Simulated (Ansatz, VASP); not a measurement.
**Ge in VASP and in Ansatz**

```
CELL_PARAMETERS angstrom
0.00000 2.71099 3.25210
2.71099 0.00000 3.25210
2.71099 2.71099 0.00000
ATOMIC_POSITIONS crystal
Ge 0.50000 0.50000 0.50000
Ge 0.75000 0.75000 0.75000
```

Alike in both runs: task single point; functional PBE; k mesh 14 × 14 × 14; occupations gaussian, width 0.15 eV; no spin polarisation.

|  | VASP | Ansatz |
| --- | --- | --- |
| version | VASP 6.6.1 | Ansatz 0.2.0 |
| potentials or method | VASP PAW PBE potentials, release 64 (Ge_d), cutoff 520 eV | scalar-relativistic, plane waves, PAW |
| valence electrons in the cell | 28 | 28 |

```tsv
	VASP	Ansatz	Ansatz less VASP
gap on the k mesh at the Fermi level (eV)	none	none	-
pressure (GPa)	0.2	0.3	+0.09
traceless stress, the component that is largest in VASP (GPa)	-9.19	-9.17	+0.016
```

A gap of «none» marks a metal or a gap that the smearing closes.
